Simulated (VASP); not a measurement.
# As (Fmmm) in VASP: single point with PBE

Aim: the single point of As with PBE.

All numbers are computed with VASP 6.6.1; they aren't measurements. Logs are shortened: lines on timing, memory, paths and dates and some standing lists are left out, and cuts for length are marked.

**1. The cell of the first run**

The structure is orthorhombic, space group Fmmm (No. 69). The conventional cell has a = 3.550 Å, b = 3.831 Å, c = 6.332 Å, α = 90.00°, β = 90.00°, γ = 90.00°. Within 3.4 Å of As (site symmetry mmm) lie 4 As at 2.61 Å.

**2. Single point, PBE**

The input, INCAR:

```
SYSTEM = As
PREC = Accurate ; ENCUT = 520
EDIFF = 1E-7 ; ISMEAR = 0
SIGMA = 0.1 ; LREAL = .FALSE.
LASPH = .TRUE. ; NELM = 100
ALGO = Normal ; ISIF = 2
LWAVE = .FALSE. ; LCHARG = .FALSE.
GGA = PE ; NBANDS = 8
```

The input, KPOINTS:

```
Automatic mesh
0
G
  8 8 8
  0 0 0
```

The input, POSCAR:

```
As
1.0
    0.0000000000      1.9155175700      3.1659478900
    1.7751454700      0.0000000000      3.1659478900
    1.7751454700      1.9155175700      0.0000000000
As
1
Direct
    0.0000000000      0.0000000000      0.0000000000
```

Potentials or basis: VASP PAW PBE potentials, release 64 (As).

On the command line:

```
$ cat potpaw_PBE.64/As/POTCAR > POTCAR
$ mpirun -np 1 vasp_std > vasp.out
```

OUTCAR:

```text
SYSTEM = As
   PREC = Accurate
   ENCUT = 520
   EDIFF = 1E-7
   ISMEAR = 0
   LREAL = .FALSE.
   LASPH = .TRUE.
   NELM = 100
   ISIF = 2
   GGA = PE

 ion  position               nearest neighbor table
   1  0.000  0.000  0.000-

  LATTYP: Found a face centered orthorhombic cell.
 ALAT       =     3.5502909400
 B/A-ratio  =     1.0790763925
 C/A-ratio  =     1.7834864486

  Lattice vectors:

 A1 = (   0.0000000000,   1.9155175700,   3.1659478900)
 A2 = (   1.7751454700,   0.0000000000,   3.1659478900)
 A3 = (   1.7751454700,   1.9155175700,   0.0000000000)

Analysis of symmetry for initial positions (statically):
=====================================================================
 Subroutine PRICEL returns:
 Original cell was already a primitive cell.

 Routine SETGRP: Setting up the symmetry group for a
 face centered orthorhombic supercell.

 Subroutine GETGRP returns: Found  8 space group operations
 (whereof  8 operations were pure point group operations)
 out of a pool of  8 trial point group operations.

The static configuration has the point symmetry D_2h.

Analysis of symmetry for dynamics (positions and initial velocities):
=====================================================================
 Subroutine PRICEL returns:
 Original cell was already a primitive cell.

 Routine SETGRP: Setting up the symmetry group for a
 face centered orthorhombic supercell.

 Subroutine GETGRP returns: Found  8 space group operations
 (whereof  8 operations were pure point group operations)
 out of a pool of  8 trial point group operations.

The dynamic configuration has the point symmetry D_2h.

 Subroutine INISYM returns: Found  8 space group operations
 (whereof  8 operations are pure point group operations),
 and found     1 'primitive' translations

----------------------------------------------------------------------------------------

                                     Primitive cell

  volume of cell :      21.5305

  direct lattice vectors                    reciprocal lattice vectors
     0.000000000  1.915517570  3.165947890    -0.281667057  0.261026058  0.157930584
     1.775145470  0.000000000  3.165947890     0.281667057 -0.261026058  0.157930584
     1.775145470  1.915517570  0.000000000     0.281667057  0.261026058 -0.157930584

  length of vectors
     3.700328851  3.629651152  2.611579790     0.415226448  0.415226448  0.415226448

  position of ions in fractional coordinates (direct lattice)
     0.000000000  0.000000000  0.000000000

  ion indices of the primitive-cell ions
   primitive index   ion index
                 1           1

----------------------------------------------------------------------------------------

 KPOINTS: Automatic mesh

Automatic generation of k-mesh.
 Grid dimensions read from file:
 generate k-points for:    8    8    8

 Generating k-lattice:

  Cartesian coordinates                     Fractional coordinates (reciprocal lattice)
    -0.035208382  0.032628257  0.019741323     0.125000000  0.000000000  0.000000000
     0.035208382 -0.032628257  0.019741323     0.000000000  0.125000000  0.000000000
     0.035208382  0.032628257 -0.019741323     0.000000000  0.000000000  0.125000000

  Length of vectors
     0.051903306  0.051903306  0.051903306

  Shift w.r.t. Gamma in fractional coordinates (k-lattice)
     0.000000000  0.000000000  0.000000000

 Subroutine IBZKPT returns following result:
 ===========================================

 Found     95 irreducible k-points:

 Following reciprocal coordinates:
            Coordinates               Weight
  0.000000  0.000000  0.000000      1.000000
  0.125000 -0.000000  0.000000      8.000000
  0.250000 -0.000000  0.000000      8.000000
  0.375000 -0.000000  0.000000      8.000000
  0.500000 -0.000000  0.000000      4.000000
  0.125000  0.125000  0.000000      2.000000
[... 16 lines left out ...]
  0.250000 -0.000000  0.125000      8.000000
  0.375000 -0.000000  0.125000      8.000000
 [... further k-points ...]
   k-points           NKPTS =     95   k-points in BZ     NKDIM =     95   number of bands    NBANDS=      8
   number of dos      NEDOS =    301   number of ions     NIONS =      1
   total plane-waves  NPLWV =  15680
   dimension x,y,z NGX =    28 NGY =   28 NGZ =   20
   dimension x,y,z NGXF=    56 NGYF=   56 NGZF=   40
   ions per type =               1
   NGX,Y,Z   is equivalent  to a cutoff of  12.58, 12.82, 12.73 a.u.
   NGXF,Y,Z  is equivalent  to a cutoff of  25.16, 25.65, 25.46 a.u.
 SYSTEM =  As
   PREC   = accura    normal or accurate (medium, high low for compatibility)
   ISTART =      0    job   : 0-new  1-cont  2-samecut
   ICHARG =      2    charge: 1-file 2-atom 10-const
   ISPIN  =      1    spin polarized calculation?
   LNONCOLLINEAR =      F non collinear calculations
   LSORBIT =      F    spin-orbit coupling
   LASPH  =      T    aspherical Exc in radial PAW
   ENCUT  =  520.0 eV  38.22 Ry    6.18 a.u.   6.88  6.75  4.86*2*pi/ulx,y,z
   NELM   =    100;   NELMIN=  2; NELMDL= -5     # of ELM steps
   EDIFF  = 0.1E-06   stopping-criterion for ELM
   LREAL  =      F    real-space projection
   EDIFFG = 0.1E-05   stopping-criterion for IOM
   NSW    =      0    number of steps for IOM
   IBRION =     -1    ionic relax: 0-MD 1-quasi-New 2-CG
   NFREE  =      0    steps in history (QN), initial steepest desc. (CG)
   ISIF   =      2    stress and relaxation
   ISYM   =      2    0-nonsym 1-usesym 2-fastsym
   POTIM  = 0.5000    time-step for ionic-motion
   TEBEG  =    0.0;   TEEND  =   0.0 temperature during run
   PSTRESS=    0.0 pullay stress
   NELECT =       5.0000    total number of electrons
   NUPDOWN=      -1.0000    fix difference up-down
   EMIN   =  10.00;   EMAX   =-10.00  energy-range for DOS
   EFERMI =   0.00;   METHOD = LEGACY
   ISMEAR =     0;   SIGMA  =   0.10  broadening in eV -4-tet -1-fermi 0-gaus
   EFERMI_NEDOS =   21; number of points for ismear=-14 and -15
   IALGO  =     38    algorithm
   IMIX   =      4    mixing-type and parameters
     AMIX     =   0.40;   BMIX     =  1.00
     AMIX_MAG =   1.60;   BMIX_MAG =  1.00
  volume/ion in A,a.u.               =      21.53       145.29
  Fermi-wavevector in a.u.,A,eV,Ry     =   1.006268  1.901570 13.776916  1.012575
  Thomas-Fermi vector in A             =   2.138999
   LORBIT       =      0    0 simple, 1 ext, 2 COOP (PROOUT), +10 PAW based schemes
   GGA     = PE    functional components
   LHFCALC =     F    Hartree Fock is set to
   AEXX    =    0.0000 exact exchange contribution
   IVDW    =     0    specifies the selected vdW correction
   LEPSILON=     F    determine dielectric tensor
   LRPA    =     F    only Hartree local field effects (RPA)
 non-spin polarized calculation
 Gauss-broadening in eV      SIGMA  =   0.10
  energy-cutoff  :      520.00
  volume of cell :       21.53
 maximum number of plane-waves:       590
   NGX = 13   NGY = 13   NGZ =  9

 number of electron       5.0000000 magnetization

 Free energy of the ion-electron system (eV)
  ---------------------------------------------------
  ext. energy  EPLUGINS =         0.00000000
  ---------------------------------------------------
  free energy    TOTEN  =        -4.12586216 eV

  energy without entropy =       -4.12149363  energy(sigma->0) =       -4.12367789

 E-fermi :   4.8634     XC(G=0): -10.0745

 val. band max:        4.8259141461   @ k =   0.1250  -0.0000   0.0000
 cond. band min:       4.8849447029   @ k =  -0.1250   0.3750   0.2500
 fundamental gap:      0.0590305568
 Fermi energy:         4.8633693488

 k-point     1 :       0.0000    0.0000    0.0000
  band No.  band energies     occupation
      1      -9.5194      2.00000
      2       5.0093      0.03910
      3      10.4909      0.00000
      4      11.4904      0.00000
      5      11.9927      0.00000
      6      16.0084      0.00000
      7      19.6247      0.00000
      8      21.6280      0.00000

 k-point     2 :       0.1250   -0.0000    0.0000
  band No.  band energies     occupation
      1      -9.1559      2.00000
      2       4.8259      1.40368
      3       8.7435      0.00000
      4      11.3251      0.00000
      5      11.9552      0.00000
      6      17.4586      0.00000
      7      17.5405      0.00000
      8      21.6365      0.00000

 k-point     3 :       0.2500   -0.0000    0.0000
  band No.  band energies     occupation
      1      -8.0846      2.00000
      2       4.2267      2.00000
      3       4.9334      0.32211
      4      12.5106      0.00000
      5      12.5273      0.00000
      6      15.0291      0.00000
      7      18.5512      0.00000
      8      23.1516      0.00000

 k-point     4 :       0.3750   -0.0000    0.0000
  band No.  band energies     occupation
      1      -6.4265      2.00000
      2       0.7441      2.00000
      3       4.7981      1.64371
      4      10.8110      0.00000
      5      13.2751      0.00000
      6      17.4635      0.00000
      7      19.6375      0.00000
      8      22.2610      0.00000

 k-point     5 :       0.5000   -0.0000    0.0000
  band No.  band energies     occupation
      1      -5.1369      2.00000
      2      -1.2388      2.00000
      3       4.9259      0.37671
      4       9.9296      0.00000
      5      13.6760      0.00000
      6      19.3001      0.00000
      7      21.0511      0.00000
      8      22.1534      0.00000
[... 177 lines left out ...]
 k-point    22 :       0.1250    0.0000    0.1250
  band No.  band energies     occupation
      1      -8.9116      2.00000
      2       5.4712      0.00000
      3       8.7764      0.00000
      4      10.0271      0.00000
      5      11.0822      0.00000
      6      17.9473      0.00000
      7      18.0440      0.00000
      8      19.7547      0.00000

 k-point    23 :       0.2500   -0.0000    0.1250
  band No.  band energies     occupation
      1      -7.9522      2.00000
      2       5.1177      0.00032
      3       5.7413      0.00000
      4      10.4295      0.00000
      5      12.2633      0.00000
      6      14.4241      0.00000
      7      19.2354      0.00000
      8      19.9129      0.00000

 k-point    24 :       0.3750   -0.0000    0.1250
  band No.  band energies     occupation
      1      -6.3664      2.00000
      2       1.4648      2.00000
      3       5.6180      0.00000
      4      11.0407      0.00000
      5      11.2979      0.00000
      6      15.8584      0.00000
      7      17.7900      0.00000
      8      21.8231      0.00000

 [... further k-points ...]
[... 5 lines left out ...]
  --------------------------------------------------------------------------------------
  -------------------------------------------------------------------------------------
  Total        0.8179876      0.1880063     -0.4243984      0.0000000      0.0000000      0.0000000
  in kB       60.8700221     13.9903682    -31.5813359      0.0000000      0.0000000      0.0000000
  external PRESSURE =      14.4263515 kB  Pullay stress =       0.0000000 kB

 VOLUME and BASIS-vectors are now :
 -----------------------------------------------------------------------------
  energy-cutoff  :      520.00
  volume of cell :       21.53
      direct lattice vectors                 reciprocal lattice vectors
     0.000000000  1.915517570  3.165947890    -0.281667057  0.261026058  0.157930584
     1.775145470  0.000000000  3.165947890     0.281667057 -0.261026058  0.157930584
     1.775145470  1.915517570  0.000000000     0.281667057  0.261026058 -0.157930584

 POSITION                                       TOTAL-FORCE (eV/Angst)
 -----------------------------------------------------------------------------------
      0.00000      0.00000      0.00000        -0.000000     -0.000000      0.000000
 -----------------------------------------------------------------------------------
    total drift:                                0.000000      0.000000      0.000000

  FREE ENERGIE OF THE ION-ELECTRON SYSTEM (eV)
  ---------------------------------------------------
  free  energy   TOTEN  =        -4.1258621554 eV

  energy  without entropy=       -4.1214936323  energy(sigma->0) =       -4.12367789
```

It took 10 s on 1 thread of Intel Xeon Platinum 8488C (Sapphire Rapids), shared host; peak memory 0.14 GiB.

What came out:

* Free energy: -4.1259 eV
* Pressure: 1.4 GPa
* Band gap on the k mesh: zero (an odd number of electrons rules out a gap without spin polarisation)

Stress tensor (GPa, compression positive):
```
 6.09  0.00  0.00
 0.00  1.40  0.00
 0.00  0.00 -3.16
```

Levels at points of the mesh, in eV from the Fermi level:
| k point | band 1 | band 2 | band 3 | band 4 | band 5 | band 6 |
| --- | --- | --- | --- | --- | --- | --- |
| (0.00, 0.00, 0.00) | -14.38 | 0.15 | 5.63 | 6.63 | 7.13 | 11.15 |
| (0.50, 0.00, 0.00) | -10.00 | -6.10 | 0.06 | 5.07 | 8.81 | 14.44 |
| (0.50, 0.50, 0.00) | -13.14 | -5.80 | 5.74 | 6.27 | 9.96 | 11.85 |
| (0.50, 0.00, 0.50) | -6.11 | -4.07 | -1.84 | 3.02 | 4.42 | 7.75 |
| (0.00, 0.50, 0.50) | -5.77 | -3.05 | -2.84 | 2.01 | 4.01 | 6.34 |

Caveat: the stress differs along the axes, from -3 to 6 GPa.

The gap in the log of VASP goes by the Fermi energy; the results here count the filled bands.